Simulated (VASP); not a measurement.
# WSe2 in VASP: a series of runs

The runs below take WSe2 through single point, with PBEsol.

Everything below comes from runs of VASP 6.6.1. Logs are shortened: lines on timing, memory, paths and dates and some standing lists are left out, and cuts for length are marked.

**1. The cell of the first run**

The cell holds a slab with vacuum, 3 atoms: a = 3.270 Å, b = 3.270 Å, c = 16.661 Å, α = 90.00°, β = 90.00°, γ = 120.00°.

**2. Single point, PBEsol (atom 1 (W) moved by -0.830 Å along [1 0 0] and -0.277 Å along [1 2 0])**

The input, INCAR:

```
ALGO = Normal
EDIFF = 1E-6
ENCUT = 520
GGA = PS
ISIF = 2
ISMEAR = 0
LASPH = T
LCHARG = F
LREAL = F
LWAVE = F
NBANDS = 20
NELM = 60
PREC = Accurate
SIGMA = 0.05
```

The input, KPOINTS:

```
k-points
0
Gamma
  9 9 2
```

The input, POSCAR:

```
WSe2
1.0
    3.2702124385      0.0000000000      0.0000000000
   -1.6351062193      2.8320870475      0.0000000000
    0.0000000000      0.0000000000     16.6611438686
W Se
1 2
Direct
   -0.3026570408     -0.0977017992      0.0000000000
    0.3333333333      0.6666666667      0.1003991028
    0.3333333333      0.6666666667      0.8996008972
```

Potentials or basis: VASP PAW PBE potentials, release 64 (W_sv, Se).

Started as:

```
> cat potpaw_PBE.64/W_sv/POTCAR potpaw_PBE.64/Se/POTCAR > POTCAR
> mpirun -np 1 vasp_std > vasp.out
```

OUTCAR:

```text
EDIFF = 1E-6
   ENCUT = 520
   GGA = PS
   ISIF = 2
   ISMEAR = 0
   LASPH = T
   LREAL = F
   NELM = 60
   PREC = Accurate

 ion  position               nearest neighbor table
   1  0.697  0.902  0.000-   2 1.97   3 1.97   2 2.86   3 2.86   2 3.05   3 3.05
   2  0.333  0.667  0.100-   1 1.97   1 2.86   1 3.05
   3  0.333  0.667  0.900-   1 1.97   1 2.86   1 3.05

  LATTYP: Found a hexagonal cell.
 ALAT       =     3.2702124385
 C/A-ratio  =     5.0948200406

  Lattice vectors:

 A1 = (   3.2702124385,   0.0000000000,   0.0000000000)
 A2 = (  -1.6351062193,   2.8320870475,   0.0000000000)
 A3 = (   0.0000000000,   0.0000000000,  16.6611438686)

Analysis of symmetry for initial positions (statically):
=====================================================================
 Subroutine PRICEL returns:
 Original cell was already a primitive cell.

 Routine SETGRP: Setting up the symmetry group for a
 hexagonal supercell.

 Subroutine GETGRP returns: Found  2 space group operations
 (whereof  2 operations were pure point group operations)
 out of a pool of 24 trial point group operations.

The static configuration has the point symmetry C_1h.

Analysis of symmetry for dynamics (positions and initial velocities):
=====================================================================
 Subroutine PRICEL returns:
 Original cell was already a primitive cell.

 Routine SETGRP: Setting up the symmetry group for a
 hexagonal supercell.

 Subroutine GETGRP returns: Found  2 space group operations
 (whereof  2 operations were pure point group operations)
 out of a pool of 24 trial point group operations.

The dynamic configuration has the point symmetry C_1h.

 Subroutine INISYM returns: Found  2 space group operations
 (whereof  2 operations are pure point group operations),
 and found     1 'primitive' translations

----------------------------------------------------------------------------------------

                                     Primitive cell

  volume of cell :     154.3076

  direct lattice vectors                    reciprocal lattice vectors
     3.270212439  0.000000000  0.000000000     0.305790532  0.176548246  0.000000000
    -1.635106219  2.832087047  0.000000000     0.000000000  0.353096491  0.000000000
     0.000000000  0.000000000 16.661143869     0.000000000  0.000000000  0.060019889

[... 75 lines left out ...]
 SYSTEM =  unknown system
   PREC   = accura    normal or accurate (medium, high low for compatibility)
   ISTART =      0    job   : 0-new  1-cont  2-samecut
   ICHARG =      2    charge: 1-file 2-atom 10-const
   ISPIN  =      1    spin polarized calculation?
   LNONCOLLINEAR =      F non collinear calculations
   LSORBIT =      F    spin-orbit coupling
   LASPH  =      T    aspherical Exc in radial PAW
   ENCUT  =  520.0 eV  38.22 Ry    6.18 a.u.   6.08  6.08 30.98*2*pi/ulx,y,z
   NELM   =     60;   NELMIN=  2; NELMDL= -5     # of ELM steps
   EDIFF  = 0.1E-05   stopping-criterion for ELM
   LREAL  =      F    real-space projection
   EDIFFG = 0.1E-04   stopping-criterion for IOM
   NSW    =      0    number of steps for IOM
   IBRION =     -1    ionic relax: 0-MD 1-quasi-New 2-CG
   NFREE  =      0    steps in history (QN), initial steepest desc. (CG)
   ISIF   =      2    stress and relaxation
   ISYM   =      2    0-nonsym 1-usesym 2-fastsym
   POTIM  = 0.5000    time-step for ionic-motion
   TEBEG  =    0.0;   TEEND  =   0.0 temperature during run
   PSTRESS=    0.0 pullay stress
   NELECT =      26.0000    total number of electrons
   NUPDOWN=      -1.0000    fix difference up-down
   EMIN   =  10.00;   EMAX   =-10.00  energy-range for DOS
   EFERMI =   0.00;   METHOD = LEGACY
   ISMEAR =     0;   SIGMA  =   0.05  broadening in eV -4-tet -1-fermi 0-gaus
   EFERMI_NEDOS =   21; number of points for ismear=-14 and -15
   IALGO  =     38    algorithm
   IMIX   =      4    mixing-type and parameters
     AMIX     =   0.40;   BMIX     =  1.00
     AMIX_MAG =   1.60;   BMIX_MAG =  1.00
  volume/ion in A,a.u.               =      51.44       347.11
  Fermi-wavevector in a.u.,A,eV,Ry     =   0.904212  1.708712 11.124109  0.817599
  Thomas-Fermi vector in A             =   2.027631
   LORBIT       =      0    0 simple, 1 ext, 2 COOP (PROOUT), +10 PAW based schemes
   GGA     = PS    functional components
   LHFCALC =     F    Hartree Fock is set to
   AEXX    =    0.0000 exact exchange contribution
   IVDW    =     0    specifies the selected vdW correction
   LEPSILON=     F    determine dielectric tensor
   LRPA    =     F    only Hartree local field effects (RPA)
 non-spin polarized calculation
 Gauss-broadening in eV      SIGMA  =   0.05
  energy-cutoff  :      520.00
  volume of cell :      154.31
 maximum number of plane-waves:      4212
   NGX = 13   NGY = 13   NGZ = 61

 number of electron      25.9999997 magnetization

 Free energy of the ion-electron system (eV)
  ---------------------------------------------------
  ext. energy  EPLUGINS =         0.00000000
  ---------------------------------------------------
  free energy    TOTEN  =       -16.24692871 eV

  energy without entropy =      -16.24539049  energy(sigma->0) =      -16.24615960

 E-fermi :   0.4297     XC(G=0):  -4.8028

 val. band max:        0.4019452778   @ k =  -0.4444   0.4444   0.5000
 cond. band min:       0.4628671458   @ k =  -0.1111  -0.4444   0.0000
 fundamental gap:      0.0609218680
 Fermi energy:         0.4296789122

 k-point     1 :       0.0000    0.0000    0.0000
  band No.  band energies     occupation
      1     -74.1454      2.00000
      2     -39.3222      2.00000
      3     -38.5977      2.00000
      4     -38.0514      2.00000
      5     -15.7048      2.00000
      6     -14.2845      2.00000
[... 541 lines left out ...]
     19       6.1577      0.00000
     20       6.8435      0.00000

 [... further k-points ...]
[... 5 lines left out ...]
  --------------------------------------------------------------------------------------
  -------------------------------------------------------------------------------------
  Total       10.9921927      6.6495426     39.6933613      8.7847012      0.0000000      0.0000000
  in kB      114.1320286     69.0422569    412.1365020     91.2116257      0.0000000      0.0000000
  external PRESSURE =     198.4369292 kB  Pullay stress =       0.0000000 kB

 VOLUME and BASIS-vectors are now :
 -----------------------------------------------------------------------------
  energy-cutoff  :      520.00
  volume of cell :      154.31
      direct lattice vectors                 reciprocal lattice vectors
     3.270212439  0.000000000  0.000000000     0.305790532  0.176548246  0.000000000
    -1.635106219  2.832087047  0.000000000     0.000000000  0.353096491  0.000000000
     0.000000000  0.000000000 16.661143869     0.000000000  0.000000000  0.060019889

 POSITION                                       TOTAL-FORCE (eV/Angst)
 -----------------------------------------------------------------------------------
      0.80511      2.55539      0.00000        13.751024     10.440982      0.000000
     -0.00000      1.88806      1.67276        -6.875512     -5.220491     11.868854
     -0.00000      1.88806     14.98838        -6.875512     -5.220491    -11.868854
 -----------------------------------------------------------------------------------
    total drift:                                0.000129      0.000127      0.000000

  FREE ENERGIE OF THE ION-ELECTRON SYSTEM (eV)
  ---------------------------------------------------
  free  energy   TOTEN  =       -16.2469287120 eV

  energy  without entropy=      -16.2453904878  energy(sigma->0) =      -16.24615960
```

OSZICAR:

```text
N       E                     dE             d eps       ncg     rms          rms(c)
DAV:   1     0.181125602331E+03    0.18113E+03   -0.13491E+04  3936   0.110E+03
DAV:   2    -0.403073992872E+01   -0.18516E+03   -0.17975E+03  4308   0.254E+02
DAV:   3    -0.169921300804E+02   -0.12961E+02   -0.12818E+02  4068   0.643E+01
[... 13 lines left out ...]
DAV:  17    -0.162468758573E+02   -0.44439E-04   -0.14599E-06  3324   0.829E-03    0.385E-03
DAV:  18    -0.162469138254E+02   -0.37968E-04   -0.25491E-06  3292   0.605E-03    0.126E-03
DAV:  19    -0.162469262180E+02   -0.12393E-04   -0.78518E-07  3104   0.272E-03    0.329E-04
DAV:  20    -0.162469282985E+02   -0.20805E-05   -0.71898E-08  2856   0.942E-04    0.590E-04
DAV:  21    -0.162469287120E+02   -0.41346E-06   -0.14286E-08  2500   0.484E-04
   1 F= -.16246929E+02 E0= -.16246160E+02  d E =-.153822E-02
```

stdout:

```text
POSCAR found type information on POSCAR W Se
 POSCAR found :  2 types and       3 ions
 scaLAPACK will be used
 -----------------------------------------------------------------------------
|                                                                             |
|                                                                             |
|     You enforced a specific xc type in the INCAR file but a different       |
|     I HOPE YOU KNOW WHAT YOU ARE DOING!                                     |
|                                                                             |
 -----------------------------------------------------------------------------

 LDA part: xc-table for (Slater+PW92), standard interpolation
 POSCAR, INCAR and KPOINTS ok, starting setup
 FFT: planning ... GRIDC
 FFT: planning ... GRID_SOFT
 FFT: planning ... GRID
 WAVECAR not read
 entering main loop
```

Run time: 2 min. Hardware: 1 thread of Intel Xeon 6975P-C (Granite Rapids), shared host; peak memory 0.41 GiB.

What came out:

```
Free energy            : -16.2469 eV
Largest force          : 17.266 eV/Å
Band gap on the k mesh : zero (band 13 reaches 0.71 eV, above the bottom of band 14 at 0.37 eV)
```

Forces on the atoms (eV/Å):
```
W    13.751  10.441   0.000
Se   -6.876  -5.220  11.869
Se   -6.876  -5.220 -11.869
```

Caveat: the cell differs from its parent crystal (atom 1 (W) moved by -0.830 Å along [1 0 0] and -0.277 Å along [1 2 0]); the PAW data sets were made with another functional, which shifts forces and pressure a little; spin-orbit coupling is left out, which moves the levels of the heavy elements.

[end of part 1 of 2]
